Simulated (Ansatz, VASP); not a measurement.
**BiTe5 in VASP and in Ansatz**

```
Bi Te
1.0
     3.92329    0.00000    0.00000
     0.00000    3.92329    0.00000
     0.00000    0.00000   11.56039
Bi Te
1 5
Direct
  0.50000 0.50000 0.00000
  0.50000 0.50000 0.34490
  0.50000 0.50000 0.65510
  0.00000 0.00000 0.15943
  0.00000 0.00000 0.84057
  0.00000 0.00000 0.50000
```

Change from the starting cell: species swapped into the Hf5Pb type (P4/mmm, No. 123).

Alike in both runs: functional PBE; k mesh 4 × 4 × 2; occupations gaussian, width 0.1 eV; no spin polarisation.

Ansatz relaxed the structure, and its values are those at the end. VASP's run is a single point on that final structure, the one shown.

```csv
,VASP,Ansatz
version,VASP 6.6.1,Ansatz 0.2.0
potentials or method,"VASP PAW PBE potentials, release 64 (Bi_d, Te), cutoff 520 eV","scalar-relativistic, plane waves, PAW"
valence electrons in the cell,45,95
```

Ansatz gave:

| Item | Value |
| --- | --- |
| gap on the k mesh at the Fermi level (eV) | none |
| pressure (GPa) | 0.1 |
| rms of the force components (eV/Å) | 0.012 |

Q: Estimate VASP's values.

A: gap on the k mesh at the Fermi level (eV): none; pressure (GPa): 0.0; rms of the force components (eV/Å): 0.013.

A gap of «none» marks a metal or a gap that the smearing closes. VASP's potentials hold 45 valence electrons a cell and Ansatz's 95, so a difference there can come from the potentials and not from the codes.

The k mesh is coarse, so the values compare programs but aren't converged. Spin-orbit coupling is off throughout.
